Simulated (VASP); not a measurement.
Write the native input for VASP 6.6.1 that does the following.

```
Task                   : single point
Functional             : PBE
Potentials or basis    : VASP PAW PBE potentials, release 64 (Sc_sv)
Cutoff                 : 520 eV
k mesh                 : 18 × 18 × 10
Occupations            : gaussian, width 0.15 eV
Spin                   : no spin polarisation
Dipole correction      : no
Further INCAR settings : ALGO = Fast; EDIFF = 1e-06; NBANDS = 18
```

The structure of Sc lies in POSCAR:

```
Sc
1.0
    3.3087978973      0.0000000000      0.0000000000
   -1.6543989486      2.8655030350      0.0000000000
    0.0000000000      0.0000000000      5.2680000000
Sc
2
Direct
    0.2940732109      0.5881464218      0.2500000000
    0.6666666667      0.3333333333      0.7500000000
```

This cell differs from its parent crystal: atom 1 (Sc) moved by (+0.000, -0.225) A along x and y.

One way to write it, as run:

INCAR

```
SYSTEM = Sc
ALGO     = Fast           ! electronic algorithm
EDIFF    = 1E-6           ! SCF threshold, eV
ENCUT    = 520            ! plane-wave cutoff, eV
GGA      = PE             ! functional
ISIF     = 2              ! what is computed and relaxed
ISMEAR   = 0              ! smearing method
LASPH    = .True.         ! aspherical terms in the spheres
LCHARG   = .False.        ! write CHGCAR
LREAL    = .False.        ! projectors in reciprocal space
LWAVE    = .False.        ! write WAVECAR
NBANDS   = 18             ! bands
NELM     = 60             ! most SCF steps
PREC     = Accurate       ! precision mode
SIGMA    = 0.15           ! smearing width, eV
```

KPOINTS

```
k-points
0
Gamma
  18 18 10
  0 0 0
```

Potentials or basis: VASP PAW PBE potentials, release 64 (Sc_sv).

Run with:

```bash
$ cat potpaw_PBE.64/Sc_sv/POTCAR > POTCAR
$ mpirun -np 1 vasp_std > vasp.out
```

It gave:

The pressure is -0.5 GPa, the largest force is 0.272 eV/Å and the band gap on the k mesh is zero (bands 11 and 12 overlap by 1.38 eV).

Caveat: the cell differs from its parent crystal (atom 1 (Sc) moved by (+0.000, -0.225) A along x and y).

Run time: 4.7 min on 1 thread of Intel(R) Xeon(R) 6975P-C (Granite Rapids) (shared host), peak memory 0.49 GiB.
